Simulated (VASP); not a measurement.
Set up this calculation in VASP 6.6.1, as the native input.

* Task: single point
* Functional: PBE
* Potentials or basis: VASP PAW PBE potentials, release 64 (Na_pv, F)
* Cutoff: 520 eV
* k mesh: 6 × 6 × 6
* Occupations: gaussian, width 0.1 eV
* Spin: no spin polarisation
* Dipole correction: no
* Further INCAR settings: ALGO = Normal; EDIFF = 1e-07; NBANDS = 26

The structure of Na3F2 lies in POSCAR:

```
Na3F2
1.0
    1.7396966960      1.0044143557      8.0643766570
   -1.7396966960      1.0044143557      8.0643766570
    0.0000000000     -2.0088287115      8.0643766570
Na F
3 2
Direct
    0.0000000000      0.0000000000      0.0000000000
    0.2095000000      0.2095000000      0.2095000000
    0.7905000000      0.7905000000      0.7905000000
    0.4000000000      0.4000000000      0.4000000000
    0.6000000000      0.6000000000      0.6000000000
```

One way to write it, as run:

INCAR

```
ALGO = Normal
EDIFF = 1E-7
ENCUT = 520
GGA = PE
ISIF = 2
ISMEAR = 0
LASPH = True
LCHARG = False
LREAL = False
LWAVE = False
NBANDS = 26
NELM = 80
PREC = Accurate
SIGMA = 0.1
```

KPOINTS

```
k-points
0
Gamma
  6 6 6
```

Potentials or basis: VASP PAW PBE potentials, release 64 (Na_pv, F).

The run is started by

```sh
$ cat potpaw_PBE.64/Na_pv/POTCAR potpaw_PBE.64/F/POTCAR > POTCAR
$ mpirun -np 1 vasp_std > vasp.out
```

Results of the run:

```
Pressure               : -0.2 GPa
Largest force          : 1.509 eV/Å
Band gap on the k mesh : zero (an odd number of electrons rules out a gap without spin polarisation)
```

Caveat: an odd number of electrons without spin polarisation forces a metal; a magnetic or distorted state may lie lower.

It took 4.3 min on 1 thread of AMD EPYC 7R13 Processor (Zen 3) (shared host), peak memory 0.49 GiB.
